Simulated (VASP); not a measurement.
# Fe (P6_3/mmc) in VASP: further runs, part 2 of 2

VASP 6.6.1. Earlier steps stand in the parts before.

### 4 Relaxation of cell and atoms, PBE, collinear spin, ferromagnetic start

This run uses another cell than the first one, of 9.86 Å³/atom, 1.005 times its volume.

INCAR reads:

```
PREC = Accurate
ENCUT = 600
EDIFF = 1E-6
ISMEAR = -1
SIGMA = 0.05
LREAL = False
LASPH = True
NELM = 150
ALGO = Normal
ISIF = 3
LWAVE = False
LCHARG = False
ISPIN = 2
MAGMOM = 3 3
LORBIT = 11
LMAXMIX = 4
GGA = PE
IBRION = 2
NSW = 60
EDIFFG = -0.01
```

KPOINTS reads:

```
Automatic mesh
0
Gamma
  12 12 7
```

POSCAR reads:

```
Fe
1.0
    2.4341575853      0.0000000000      0.0000000000
   -1.2170787927      2.1080423057      0.0000000000
    0.0000000000      0.0000000000      3.8419344700
Fe
2
Direct
    0.6666666667      0.3333333333      0.7500000000
    0.3333333333      0.6666666667      0.2500000000
```

Potentials or basis: VASP PAW PBE potentials, release 64 (Fe).

Command:

```console
cat potpaw_PBE.64/Fe/POTCAR > POTCAR
mpirun -np 1 vasp_std > vasp.out
```

OUTCAR:

```text
PREC = Accurate
   ENCUT = 600
   EDIFF = 1E-6
   ISMEAR = -1
   LREAL = False
   LASPH = True
   NELM = 150
   ISIF = 3
   ISPIN = 2
   LORBIT = 11
   GGA = PE
   IBRION = 2
   NSW = 60
   EDIFFG = -0.01

 ion  position               nearest neighbor table
   1  0.667  0.333  0.750-   2 2.38   2 2.38   2 2.38   2 2.38   2 2.38   2 2.38
   2  0.333  0.667  0.250-   1 2.38   1 2.38   1 2.38   1 2.38   1 2.38   1 2.38

  LATTYP: Found a hexagonal cell.
 ALAT       =     2.4341575853
 C/A-ratio  =     1.5783425417

  Lattice vectors:

 A1 = (   2.4341575853,   0.0000000000,   0.0000000000)
 A2 = (  -1.2170787927,   2.1080423057,   0.0000000000)
 A3 = (   0.0000000000,   0.0000000000,   3.8419344700)

Analysis of symmetry for initial positions (statically):
=====================================================================
 Subroutine PRICEL returns:
[... 785 lines left out ...]
      8       7.1194      0.03563
      9       7.2063      0.00645
     10       7.2991      0.00101
     11       7.8956      0.00000
     12      12.8285      0.00000
     13      17.3403      0.00000
     14      19.0802      0.00000
     15      23.9734      0.00000

 [... further k-points ...]

 spin component 2

 k-point     1 :       0.0000    0.0000    0.0000
  band No.  band energies     occupation
      1      -1.9970      1.00000
      2       1.9913      1.00000
      3       5.2814      1.00000
      4       5.2814      1.00000
      5       5.3972      1.00000
      6       5.7448      1.00000
      7       5.7448      1.00000
      8       6.0982      1.00000
      9       6.0982      1.00000
     10       7.4479      0.00005
     11       7.6466      0.00000
     12       7.6466      0.00000
     13      15.6985      0.00000
     14      28.8717      0.00000
[... 444 lines left out ...]
  FREE ENERGIE OF THE ION-ELECTRON SYSTEM (eV)
  ---------------------------------------------------
  free  energy   TOTEN  =       -16.3196923287 eV

  energy  without entropy=      -16.2994232743  energy(sigma->0) =      -16.30955780

 reached required accuracy - stopping structural energy minimisation

 total charge

# of ion       s       p       d       tot
------------------------------------------
    1        0.537   0.637   6.343   7.517
    2        0.537   0.637   6.343   7.517
--------------------------------------------------
tot          1.073   1.274  12.686  15.034

 magnetization (x)

# of ion       s       p       d       tot
------------------------------------------
    1       -0.000  -0.000  -0.000  -0.000
    2       -0.000  -0.000  -0.000  -0.000
--------------------------------------------------
tot         -0.000  -0.000  -0.000  -0.000
```

OSZICAR:

```text
N       E                     dE             d eps       ncg     rms          rms(c)
DAV:   1     0.840445919941E+02    0.84045E+02   -0.80740E+03  4624   0.158E+03
DAV:   2    -0.151049073750E+02   -0.99149E+02   -0.91079E+02  4560   0.257E+02
DAV:   3    -0.173194685778E+02   -0.22146E+01   -0.21293E+01  5547   0.551E+01
[... 37 lines left out ...]
       N       E                     dE             d eps       ncg     rms          rms(c)
DAV:   1    -0.163198005276E+02   -0.13659E-03   -0.50085E-03  5036   0.612E-01    0.750E-02
DAV:   2    -0.163197154873E+02    0.85040E-04   -0.85011E-05  5526   0.172E-01    0.310E-02
DAV:   3    -0.163196946730E+02    0.20814E-04   -0.18449E-05  5636   0.550E-02    0.810E-03
DAV:   4    -0.163196928495E+02    0.18235E-05   -0.26548E-06  4000   0.258E-02    0.244E-03
DAV:   5    -0.163196923287E+02    0.52077E-06   -0.24932E-07  2336   0.922E-03
   5 F= -.16319692E+02 E0= -.16309558E+02  d E =-.290913E-04  mag=    -0.0000
```

It took 2.2 min on 1 thread of Intel Xeon Platinum 8375C at 2.90GHz (Ice Lake), shared host; peak memory 0.18 GiB.

What came out:

- Free energy: -16.3197 eV
- Relaxed volume: 10.17 Å³/atom
- Relaxed cell: a = 2.457 Å, b = 2.457 Å, c = 3.891 Å, α = 90.00°, β = 90.00°, γ = 120.00°
- Space group after relaxing (to 0.05 Å): P6_3/mmc (No. 194)
- Energy gained by relaxing: 9.4 meV/atom
- Ionic steps: 5
- Pressure after relaxing: 0.1 GPa
- Band gap on the k mesh: zero (filled and empty bands overlap)
- Net moment: 0.00 μB per cell
- Valence electrons inside the program's atomic spheres: Fe 7.52

Step by step:
```csv
step,energy change (eV),largest force (eV/Å),pressure (GPa),volume (Å³)
1,0.0000,0.0000,9.82,19.71
2,0.0339,0.0000,-13.91,21.49
3,-0.0188,0.0000,-0.15,20.35
4,-0.0188,0.0000,0.01,20.34
5,-0.0188,0.0000,0.06,20.34
```

Final structure:
```xyz
2
Lattice="2.4566 0.0000 0.0000 -1.2283 2.1275 0.0000 0.0000 0.0000 3.8914" Properties=species:S:1:pos:R:3 pbc="T T T"
Fe    1.2283    0.7092    2.9185
Fe    0.0000    1.4183    0.9728
```

Caveat: the starting moments collapsed, and a magnetic state may lie lower.
